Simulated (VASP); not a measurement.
**RhN (zincblende type): relaxation of cell and atoms with PBE**

The system is RhN (zincblende type).

```
Rh N
1.0
     0.00000    1.81575    1.81575
     1.81575    0.00000    1.81575
     1.81575    1.81575    0.00000
Rh N
1 1
Direct
  0.00000 0.00000 0.00000
  0.25000 0.25000 0.25000
```

```json
{
  "Program": "VASP 6.6.1",
  "Task": "relaxation of cell and atoms",
  "Functional": "PBE",
  "Potentials or basis": "VASP PAW PBE potentials, release 64 (Rh_pv, N)",
  "Cutoff": "600 eV",
  "k mesh": "18 × 18 × 18",
  "Occupations": "fermi-dirac, width 0.08 eV",
  "Spin": "no spin polarisation",
  "Target pressure": "560 GPa",
  "Dipole correction": "no",
  "Further INCAR settings": "ALGO = Normal; EDIFF = 1e-06; IBRION = 2; EDIFFG = -0.005; NSW = 60; ISIF = 3"
}
```

| Property | Result |
| --- | --- |
| Relaxed volume | 6.54 Å³/atom |
| Relaxed cell | a = 2.645 Å, b = 2.645 Å, c = 2.645 Å, α = 60.00°, β = 60.00°, γ = 60.00° |
| Space group after relaxing (to 0.1 Å) | F-43m (No. 216) |
| Energy change on relaxing (the run minimises the enthalpy) | -2283.2 meV/atom |
| Ionic steps | 5 |
| Pressure after relaxing | 560.0 GPa |
| Band gap on the k mesh | zero (bands 10 and 11 overlap by 4.32 eV) |

The path:
| step | energy change (eV) | largest force (eV/Å) | pressure (GPa) | volume (Å³) |
| --- | --- | --- | --- | --- |
| 1 | 0.0000 | 0.0000 | 771.47 | 11.97 |
| 2 | -14.3840 | 0.0000 | -41.62 | 31.55 |
| 3 | -7.3555 | 0.0000 | 432.49 | 13.99 |
| 4 | -4.7319 | 0.0000 | 552.42 | 13.13 |
| 5 | -4.5664 | 0.0000 | 560.02 | 13.08 |

Final structure:
```xyz
2
Lattice="0.0000 1.8702 1.8702 1.8702 0.0000 1.8702 1.8702 1.8702 0.0000" Properties=species:S:1:pos:R:3 pbc="T T T"
Rh    0.0000    0.0000    0.0000
N     0.9351    0.9351    0.9351
```

Levels at points of the mesh, in eV from the Fermi level:
```csv
k point,band 6,band 7,band 8,band 9,band 10,band 11,band 12,band 13,band 14
"(0.00, 0.00, 0.00)",-15.38,-15.38,-6.90,-6.90,-0.41,4.64,4.64,4.64,16.27
"(0.50, 0.00, 0.00)",-14.15,-12.05,-5.62,-5.62,-3.87,1.74,1.74,4.71,11.16
"(0.50, 0.50, 0.00)",-9.87,-9.87,-7.88,-4.63,-1.97,-1.97,-1.49,12.91,13.46
```

It took 71 s on 1 thread of Intel(R) Xeon(R) 6975P-C (Granite Rapids) (shared host), peak memory 0.18 GiB.

Caveat: the cell is relaxed towards a set pressure, so the run minimises the enthalpy, not the energy.
